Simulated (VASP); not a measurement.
NbAs: relaxation of cell and atoms with RPBE

Crystal: NbAs.

```
CELL_PARAMETERS angstrom
-1.72585 1.72585 5.84000
1.72585 -1.72585 5.84000
1.72585 1.72585 -5.84000
ATOMIC_POSITIONS crystal
Nb 0.50000 0.00000 0.50000
Nb 0.75000 0.75000 0.00000
As 0.91600 0.41600 0.50000
As 0.16600 0.16600 0.00000
```

```json
{
  "Program": "VASP 6.6.1",
  "Task": "relaxation of cell and atoms",
  "Functional": "RPBE",
  "Potentials or basis": "VASP PAW PBE potentials, release 64 (Nb_sv, As)",
  "Cutoff": "600 eV",
  "k mesh": "11 × 11 × 11",
  "Occupations": "fermi-dirac, width 0.05 eV",
  "Spin": "no spin polarisation",
  "Dipole correction": "no",
  "Further INCAR settings": "ALGO = Normal; EDIFF = 1e-07; IBRION = 2; EDIFFG = -0.01; NSW = 60; ISIF = 3"
}
```

| Property | Result |
| --- | --- |
| Relaxed volume | 18.00 Å³/atom |
| Relaxed cell | a = 6.402 Å, b = 6.402 Å, c = 6.402 Å, α = 148.36°, β = 148.36°, γ = 45.36° |
| Space group after relaxing (to 0.1 Å) | I4_1md (No. 109) |
| Energy gained by relaxing | 12.6 meV/atom |
| Ionic steps | 9 |
| Pressure after relaxing | 0.0 GPa |
| Largest force after relaxing | 0.003 eV/Å |
| Band gap on the k mesh | 0.03 eV |

Forces on the atoms (eV/Å):
```
Nb   0.000  0.000  0.003
Nb   0.000  0.000  0.003
As   0.000  0.000 -0.003
As   0.000  0.000 -0.003
```

Step by step:
```csv
step,energy change (eV),largest force (eV/Å),pressure (GPa),volume (Å³)
1,0.0000,0.3033,5.88,69.58
2,0.0569,0.0688,-7.75,76.20
3,-0.0486,0.1276,-0.28,72.16
4,-0.0486,0.1306,-0.16,72.10
5,-0.0502,0.0028,0.07,72.00
6,-0.0502,0.0112,0.06,72.00
7,-0.0503,0.0027,-0.08,72.06
8,-0.0503,0.0006,-0.13,72.08
9,-0.0503,0.0032,0.01,72.00
```

Final structure:
```xyz
4
Lattice="-1.7456 1.7456 5.9074 1.7456 -1.7456 5.9074 1.7456 1.7456 -5.9074" Properties=species:S:1:pos:R:3 pbc="T T T"
Nb    1.7456    0.0000    5.8944
Nb    1.7456    1.7456    2.9407
As    0.0000    1.7456    4.9279
As    1.7456    1.7456   -3.9332
```

Levels at points of the mesh, in eV from the valence-band top:
| k point | band 16 | band 17 | band 18 | band 19 | band 20 | band 21 |
| --- | --- | --- | --- | --- | --- | --- |
| (0.00, 0.00, 0.00) | -1.59 | -1.33 | -1.33 | 0.67 | 1.21 | 2.35 |

Wall time 53 min on 1 thread of Intel(R) Xeon(R) 6975P-C (Granite Rapids), with other jobs on the host, peak memory 0.6 GiB.

Caveat: the PAW data sets were made with another functional, which shifts forces and pressure a little. RPBE and its kin give volumes clearly too large for solids.
